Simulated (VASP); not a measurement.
# NbSi: single point with HF

Crystal: NbSi.

```
CELL_PARAMETERS angstrom
3.15644 0.00000 0.00000
0.00000 3.15644 0.00000
0.00000 0.00000 3.15644
ATOMIC_POSITIONS crystal
Nb 0.00000 0.00000 0.00000
Si 0.50000 0.50000 0.50000
```

| Item | Value |
| --- | --- |
| Program | VASP 6.6.1 |
| Task | single point |
| Functional | HF |
| Potentials or basis | VASP PAW PBE potentials, release 64 (Nb_sv, Si) |
| Cutoff | 520 eV |
| k mesh | 4 × 4 × 4 |
| Occupations | fermi-dirac, width 0.05 eV |
| Spin | no spin polarisation |

```json
{"Pressure": "6.0 GPa", "Band gap on the k mesh": "zero (an odd number of electrons rules out a gap without spin polarisation)"}
```

Levels at points of the mesh, in eV from the Fermi level:
```
           k point  band 6  band 7  band 8  band 9  band 10  band 11
(0.00, 0.00, 0.00)   -6.54   -6.54    4.42    4.42     4.42     5.85
(0.50, 0.00, 0.00)  -12.17   -5.10   -3.44   -3.44     7.13     8.14
(0.50, 0.50, 0.00)   -7.03   -7.03   -5.89    3.15     3.15     7.88
(0.50, 0.50, 0.50)   -9.68   -9.68   -7.88    6.44     6.44     6.44
```

Wall time 8.5 min on 1 thread of Intel(R) Xeon(R) Platinum 8259CL CPU @ 2.50GHz (Skylake/Cascade Lake), with other jobs on the host, peak memory 0.15 GiB.

Caveat: the k points lie up to 0.50 Å⁻¹ apart, too coarse for converged energies and pressures of a metal; the PAW data sets were made with another functional, which shifts forces and pressure a little.
